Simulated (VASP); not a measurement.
Here is a VASP 6.6.1 calculation.

INCAR

```
SYSTEM = Mg16HO16
PREC     = Accurate       ! precision mode
ENCUT    = 520            ! plane-wave cutoff, eV
EDIFF    = 1E-6           ! SCF threshold, eV
ISMEAR   = -1             ! smearing method
SIGMA    = 0.01           ! smearing width, eV
LREAL    = Auto         
LASPH    = .TRUE.         ! aspherical terms in the spheres
NELM     = 120            ! most SCF steps
ALGO     = Normal         ! electronic algorithm
ISIF     = 2              ! what is computed and relaxed
LWAVE    = .FALSE.        ! write WAVECAR
LCHARG   = .FALSE.        ! write CHGCAR
GGA      = PE             ! functional
NELECT   = 128.0        
NBANDS   = 86             ! bands
GGA_COMPAT= .FALSE.
```

Contents of KPOINTS:

```
regular mesh
0
G
  1 1 1
  0 0 0
```

Contents of POSCAR:

```
Mg16HO16
1.0
   -4.2543812300      4.2543812300      4.2543812300
    4.2543812300     -4.2543812300      4.2543812300
    4.2543812300      4.2543812300     -4.2543812300
Mg O H
16 16 1
Direct
    0.0101785621      0.0278884610      0.0270094407
   -0.0026216789      0.2490002041      0.7496859751
   -0.0045656132      0.4939843704      0.4931350022
   -0.0026289384      0.7505320253      0.2481341220
    0.2519837856      0.0070830983      0.7496825439
    0.2470018223      0.2521603170      0.5028627953
    0.2470148831      0.5037191389      0.2513112506
    0.2519895879      0.7505333961      0.0062287885
    0.4938192264     -0.0026613563      0.4981178591
    0.4989129334      0.2520793657      0.2512232979
    0.4938300070      0.4989858340     -0.0034876551
    0.4990100353      0.7505368009      0.7496836541
    0.7453855717      0.0020871647      0.2480635965
    0.7453795449      0.2489073606      0.0012437983
    0.7328067766      0.4731334758      0.7496687234
    0.7328702112      0.7505443887      0.4724055799
   -0.0045851889     -0.0005897904      0.4977696539
   -0.0021699763      0.2551284907      0.2542771337
   -0.0045813543      0.4986215278     -0.0014434916
   -0.0024722427      0.7505301910      0.7496746466
    0.2473254332      0.0024475974      0.2504650630
    0.2473260327      0.2513218311      0.0015879324
    0.2457370767      0.5020730301      0.7496871949
    0.2457271774      0.7505323115      0.5012182817
    0.4942022021     -0.0009995494     -0.0018504162
    0.4932237073      0.2459279684      0.7496847344
    0.5063439372      0.5050383115      0.5041989833
    0.4932574024      0.7505334098      0.2450985216
    0.7518284520     -0.0039602093      0.7496871278
    0.7465384569      0.2497479149      0.5008070482
    0.7465388770      0.5016634774      0.2488950114
    0.7518469405      0.7505245639     -0.0048663400
    0.8641731617      0.7504462784      0.7497934486
```

Potentials or basis: VASP PAW PBE potentials, release 64 (Mg, O, H).

The run is started by

```sh
$ cat potpaw_PBE.64/Mg/POTCAR potpaw_PBE.64/O/POTCAR potpaw_PBE.64/H/POTCAR > POTCAR
$ mpirun -np 1 vasp_gam > vasp.out
```

(1) Predict the largest force.

Answers

(1) 0.118 eV/Å.

Caveat: the k points lie up to 1.04 Å⁻¹ apart, too coarse for converged energies, forces and pressures; the cell carries a net charge on a neutralising background, which shifts energy and pressure.
